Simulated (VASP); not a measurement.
Crystal: Os.

```
Os
1.0
     2.78772    0.00000    0.00000
    -1.39386    2.41424    0.00000
     0.00000    0.00000    4.40442
Os
2
Cartesian
  1.3939 0.8047 3.3033
  0.0000 1.6095 1.1011
```

Base run:

```yaml
Program: VASP 6.6.1
Functional: SVWN5
Potentials_or_basis: VASP PAW PBE potentials, release 64 (Os)
Cutoff: 520 eV
k_mesh: 11 × 11 × 6
Occupations: fermi-dirac, width 0.05 eV
Spin: no spin polarisation
```

Its results: band gap on the k mesh zero (band 8 reaches 10.15 eV, above the bottom of band 9 at 6.61 eV); pressure -29.2 GPa.

The run is repeated on the same cell with these changes: functional from SVWN5 to r2SCAN; dispersion from none to rVV10. What comes out?

Band gap on the k mesh zero (band 8 reaches 10.37 eV, above the bottom of band 9 at 6.67 eV); pressure -22.0 GPa.

Several settings changed at once, so the effect can't be laid on one alone.

Caveats: the PAW data sets were made with another functional, which shifts forces and pressure a little; spin-orbit coupling is left out, which moves the levels of the heavy elements.
